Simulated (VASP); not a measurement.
The system is TeMo5.

```xyz
6
Lattice="5.8046 0.0000 0.0000 -2.9023 5.0269 0.0000 0.0000 0.0000 4.7341" Properties=species:S:1:pos:R:3 pbc="T T T"
Te    0.0000    0.0000    0.0000
Mo    2.9023    0.0000    2.3670
Mo    1.4511    2.5135    2.3670
Mo   -1.4511    2.5135    2.3670
Mo    0.0000    3.3513    0.0000
Mo    2.9023    1.6756    0.0000
```

* Program: VASP 6.6.1
* Task: relaxation of cell and atoms
* Functional: PBE
* Potentials or basis: VASP PAW PBE potentials, release 64 (Te, Mo_sv)
* Cutoff: 600 eV
* k mesh: 3 × 3 × 4
* Occupations: gaussian, width 0.1 eV
* Spin: no spin polarisation

At the start: pressure -23.6 GPa; volume 23.02 Å³/atom.

Task: How do energy, volume and symmetry change on relaxing?

Result: Over 11 steps the energy falls by 503.9 meV/atom and the volume is 18.09 Å³/atom (-21.4 %); space group P6/mmm (No. 191, to 0.05 Å).

The path:
```csv
step,energy change (eV),largest force (eV/Å),pressure (GPa),volume (Å³)
1,0.0000,0.0000,-23.64,138.14
2,4.9236,0.0000,103.75,80.73
3,-2.4220,0.0000,-2.90,113.02
4,-2.4420,0.0000,-0.74,111.53
5,-2.4443,0.0000,0.37,110.82
6,-2.7854,0.0000,0.52,108.92
7,-2.9343,0.0000,6.56,105.04
8,-2.9662,0.0000,2.85,106.90
9,-2.9901,0.0000,4.12,106.15
10,-2.8839,0.0000,-7.42,113.57
11,-3.0235,0.0000,-0.20,108.51
```

Final structure:
```cif
data_structure
_symmetry_space_group_name_H-M 'P 1'
_symmetry_Int_Tables_number 1
_cell_length_a 5.0639
_cell_length_b 5.0639
_cell_length_c 4.8863
_cell_angle_alpha 90.000
_cell_angle_beta 90.000
_cell_angle_gamma 120.000
_cell_volume 108.51
loop_
_atom_site_label
_atom_site_type_symbol
_atom_site_fract_x
_atom_site_fract_y
_atom_site_fract_z
_atom_site_occupancy
Te1 Te 0.00000 0.00000 0.00000 1
Mo1 Mo 0.50000 0.00000 0.50000 1
Mo2 Mo 0.50000 0.50000 0.50000 1
Mo3 Mo 0.00000 0.50000 0.50000 1
Mo4 Mo 0.33333 0.66667 0.00000 1
Mo5 Mo 0.66667 0.33333 0.00000 1
```

Caveat: the k points lie up to 0.48 Å⁻¹ apart in the final cell; the volume moved by over 15 % at a fixed basis, so the end points are rough.
